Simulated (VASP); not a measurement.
Here is a VASP 6.6.1 calculation.

Contents of POSCAR:

```
Rh
1.0
    2.5138607424      0.0000000000      0.0000000000
    0.0000000000      2.5138607424      0.0000000000
    0.0000000000      0.0000000000      2.5138607424
Rh
1
Direct
    0.0000000000      0.0000000000      0.0000000000
```

INCAR.step1

```
SYSTEM = Rh
PREC = Accurate ; ENCUT = 520
ISMEAR = -1 ; SIGMA = 0.1
LREAL = .FALSE. ; LASPH = .TRUE.
NELM = 100 ; NBANDS = 14
GGA = PE ; ALGO = Normal
EDIFF = 1E-4 ; LWAVE = .TRUE.
LCHARG = .FALSE.
```

The input INCAR.step2:

```
SYSTEM = Rh
PREC = Accurate ; ENCUT = 520
EDIFF = 1E-7 ; ISMEAR = -1
SIGMA = 0.1 ; LREAL = .FALSE.
LASPH = .TRUE. ; NELM = 100
ALGO = Normal ; ISIF = 2
LWAVE = .FALSE. ; LCHARG = .FALSE.
METAGGA = R2SCAN ; LMIXTAU = .TRUE.
NBANDS = 14 ; ISTART = 1
```

Contents of KPOINTS:

```
Automatic mesh
0
G
  6 6 6
  0 0 0
```

Potentials or basis: VASP PAW PBE potentials, release 64 (Rh_pv).

Command:

```sh
$ cat potpaw_PBE.64/Rh_pv/POTCAR > POTCAR
$ cp INCAR.step1 INCAR
$ mpirun -np 1 vasp_std > vasp.out
$ cp INCAR.step2 INCAR
$ mpirun -np 1 vasp_std > vasp.out
```

Estimate the pressure.

2.8 GPa.

Estimate the band gap on the k mesh.

zero (an odd number of electrons rules out a gap without spin polarisation).

Caveat: the k points lie up to 0.42 Å⁻¹ apart, too coarse for converged energies and pressures of a metal; an empty level that is flat over the whole mesh can mark a ghost state of the potentials, or a narrow d or f band; the PAW data sets were made with another functional, which shifts forces and pressure a little.
